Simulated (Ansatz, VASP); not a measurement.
# Sc5Mo in VASP and in Ansatz

```
Sc Mo
1.0
     0.00000    4.71119    4.71119
     4.71119    0.00000    4.71119
     4.71119    4.71119    0.00000
Sc Mo
5 1
Direct
  0.38683 0.38683 0.38683
  0.38683 0.38683 0.83952
  0.38683 0.83952 0.38683
  0.83952 0.38683 0.38683
  0.75000 0.75000 0.75000
  0.25000 0.25000 0.25000
```

Alike in both runs: functional PBE; k mesh 4 × 4 × 4; occupations gaussian, width 0.1 eV; no spin polarisation.

Ansatz relaxed the structure, and its values are those at the end. VASP's run is a single point on that final structure, the one shown.

```csv
,VASP,Ansatz
version,VASP 6.6.1,Ansatz 0.2.0
potentials or method,"VASP PAW PBE potentials, release 64 (Sc_sv, Mo_sv), cutoff 520 eV","scalar-relativistic, plane waves, PAW"
valence electrons in the cell,69,69
```

|  | VASP | Ansatz | Ansatz less VASP |
| --- | --- | --- | --- |
| gap on the k mesh at the Fermi level (eV) | none | none | - |
| pressure (GPa) | 0.7 | 0.2 | -0.42 |
| rms of the force components (eV/Å) | 0.099 | 0.002 | -0.0969 |

A gap of «none» marks a metal or a gap that the smearing closes. The functional is the same, so the differences come from potentials, cutoffs and numerics.
